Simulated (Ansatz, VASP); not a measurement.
One calculation of W, two programs

```
CELL_PARAMETERS angstrom
-1.56285 1.56285 1.56285
1.56285 -1.56285 1.56285
1.56285 1.56285 -1.56285
ATOMIC_POSITIONS crystal
W 0.00000 0.00000 0.00000
```

Alike in both runs: task relaxation of cell and atoms; functional PBEsol; k mesh 8 × 8 × 8; occupations gaussian, width 0.1 eV; no spin polarisation.

|  | VASP | Ansatz |
| --- | --- | --- |
| version | VASP 6.6.1 | Ansatz 0.2.0 |
| potentials or method | VASP PAW PBE potentials, release 64 (W_sv), cutoff 500 eV | scalar-relativistic, plane waves, PAW |
| valence electrons in the cell | 14 | 14 |

```csv
,VASP,Ansatz,Ansatz less VASP
"gap on the k mesh at the Fermi level, each at its own relaxed structure (eV)",none,none,-
relaxed volume (Å³/atom),15.75,15.71,-0.031
relaxed cell length with the largest relative difference (Å),2.735,2.733,-0.0018
```

VASP's potentials were made for PBE, not for PBEsol. A gap of «none» marks a metal or a gap that the smearing closes.

Neither program's run includes spin-orbit coupling.
